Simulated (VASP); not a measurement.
A run of VASP 6.6.1 is set up as follows.

File INCAR:

```
ALGO = Normal ; EDIFF = 1E-6
ENCUT = 520 ; GGA = CA
ISIF = 2 ; ISMEAR = 0
LASPH = True ; LCHARG = False
LREAL = False ; LWAVE = False
NBANDS = 28 ; NELM = 80
PREC = Accurate ; SIGMA = 0.01
```

Contents of KPOINTS:

```
k-points
0
Gamma
  6 6 6
```

POSCAR

```
La2O3
1.0
    6.2667802800      0.0000000000      0.0000000000
   -3.1333901400      5.4271909200      0.0000000000
    0.0000000000      0.0000000000      3.2997660000
La O
2 3
Direct
    0.3333333304      0.6666666704      0.5000000000
    0.6666666696      0.3333333296      0.5000000000
    0.4919859996      0.4919859996      0.0000000000
    0.0000000000      0.5080140004      0.0000000000
    0.5080140005      0.0000000000      0.0000000000
```

Potentials or basis: VASP PAW LDA potentials, release 64 (La, O).

Run with:

```sh
$ cat potpaw_LDA.64/La/POTCAR potpaw_LDA.64/O/POTCAR > POTCAR
$ mpirun -np 1 vasp_std > vasp.out
```

Task: What does it give for the band gap on the k mesh?

Result: 1.38 eV (least direct gap 1.90 eV).

Task: Estimate the pressure.

Result: -3.3 GPa.

Task: Predict the largest force.

Result: 0.073 eV/Å.

Stress tensor (GPa, compression positive):
```
-1.71  0.00  0.00
 0.00 -1.71  0.00
 0.00  0.00 -6.35
```

Caveat: the cell stands under tension; spin-orbit coupling is left out, which moves the levels of the heavy elements. A k mesh can miss the band edges.
